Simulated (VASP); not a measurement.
A run of VASP 6.6.1 is set up as follows.

File INCAR:

```
PREC = Accurate ; ENCUT = 520
EDIFF = 1E-6 ; ISMEAR = 0
SIGMA = 0.05 ; LREAL = Auto
LASPH = T ; NELM = 80
ALGO = Normal ; ISIF = 2
LWAVE = F ; LCHARG = F
GGA = PE ; IBRION = 2
NSW = 80 ; EDIFFG = -0.03
NELECT = 64.0
```

KPOINTS

```
Automatic mesh
0
Gamma
  3 3 3
```

Contents of POSCAR:

```
HC16
1.0
    0.0000000000      3.5700000000      3.5700000000
    3.5700000000      0.0000000000      3.5700000000
    3.5700000000      3.5700000000      0.0000000000
C H
16 1
Direct
    0.0000000000      0.0000000000      0.0000000000
    0.1250000000      0.1250000000      0.1250000000
    0.0000000000      0.0000000000      0.5000000000
    0.1250000000      0.1250000000      0.6250000000
    0.0000000000      0.5000000000      0.0000000000
    0.1250000000      0.6250000000      0.1250000000
    0.0000000000      0.5000000000      0.5000000000
    0.1250000000      0.6250000000      0.6250000000
    0.5000000000      0.0000000000      0.0000000000
    0.6250000000      0.1250000000      0.1250000000
    0.5000000000      0.0000000000      0.5000000000
    0.6250000000      0.1250000000      0.6250000000
    0.5000000000      0.5000000000      0.0000000000
    0.6250000000      0.6250000000      0.1250000000
    0.5000000000      0.5000000000      0.5000000000
    0.6250000000      0.6250000000      0.6250000000
    0.2543837400      0.7462672600      1.2494292900
```

Potentials or basis: VASP PAW PBE potentials, release 64 (C, H).

Launch:

```console
$ cat potpaw_PBE.64/C/POTCAR potpaw_PBE.64/H/POTCAR > POTCAR
$ mpirun -np 1 vasp_std > vasp.out
```

Question: Estimate the energy gained by relaxing.

Answer: 54.5 meV/atom.

Step by step:
| step | energy change (eV) | largest force (eV/Å) | pressure (GPa) |
| --- | --- | --- | --- |
| 1 | 0.0000 | 1.2488 | -13.81 |
| 3 | -0.1025 | 0.1991 | -14.46 |
| 5 | -0.1045 | 0.1445 | -14.45 |
| 7 | -0.1090 | 0.2926 | -14.42 |
| 9 | -0.1336 | 0.8643 | -14.10 |
| 11 | -0.1436 | 1.1977 | -13.79 |
| 13 | -0.1455 | 1.3889 | -13.59 |
| 15 | -0.1456 | 1.3902 | -13.59 |
| 17 | -0.1458 | 1.3983 | -13.58 |
| 19 | -0.1467 | 1.4286 | -13.54 |
| 21 | -0.1494 | 1.5523 | -13.38 |
| 23 | -0.1501 | 1.6382 | -13.25 |
| 25 | -0.1583 | 1.6411 | -13.21 |
| 27 | -0.1941 | 1.6512 | -13.02 |
| 29 | -0.2837 | 2.7217 | -11.93 |
| 31 | -0.4635 | 1.9599 | -12.16 |
| 33 | -0.5925 | 1.2473 | -12.08 |
| 35 | -0.6524 | 1.0612 | -12.16 |
| 37 | -0.6598 | 1.2009 | -12.14 |
| 39 | -0.7345 | 0.9295 | -12.11 |
| 41 | -0.7418 | 1.0975 | -12.07 |
| 43 | -0.8285 | 0.6386 | -12.31 |
| 45 | -0.8536 | 0.4905 | -12.33 |
| 47 | -0.8821 | 0.3892 | -12.17 |
| 49 | -0.9047 | 0.2644 | -11.72 |
| 51 | -0.9144 | 0.2479 | -11.33 |
| 53 | -0.9205 | 0.1786 | -10.96 |
| 55 | -0.9246 | 0.1413 | -10.60 |
| 57 | -0.9268 | 0.0638 | -10.30 |
| 59 | -0.9270 | 0.0602 | -10.25 |
| 61 | -0.9271 | 0.0314 | -10.25 |
| 63 | -0.9272 | 0.0272 | -10.25 |

Caveat: the k points lie up to 0.51 Å⁻¹ apart; the cell carries a net charge on a neutralising background, which shifts energy and pressure; the cell is charged against a uniform background, so pressure and absolute levels hang on convention.
